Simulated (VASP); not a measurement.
Crystal: BeS.

```
CELL_PARAMETERS angstrom
2.94139 0.00000 0.00000
0.00000 2.94139 0.00000
0.00000 0.00000 2.94139
ATOMIC_POSITIONS crystal
Be 0.00000 0.00000 0.00000
S 0.50000 0.50000 0.50000
```

Base run:

| Item | Value |
| --- | --- |
| Program | VASP 6.6.1 |
| Functional | PBEsol |
| Potentials or basis | VASP PAW PBE potentials, release 64 (Be, S) |
| Cutoff | 600 eV |
| k mesh | 6 × 6 × 6 |
| Occupations | fermi-dirac, width 0.02 eV |
| Spin | no spin polarisation |

Its results: band gap on the k mesh zero (band 4 reaches 7.74 eV, above the bottom of band 5 at 6.51 eV); pressure -4.9 GPa.

Question: The run is repeated on the same cell with these changes: functional from PBEsol to r2SCAN; cutoff from 600 eV to 660 eV. What comes out?

Answer: Band gap on the k mesh zero (band 4 reaches 7.77 eV, above the bottom of band 5 at 6.67 eV); pressure -0.9 GPa.

Caveats: the PAW data sets were made with another functional, which shifts forces and pressure a little.
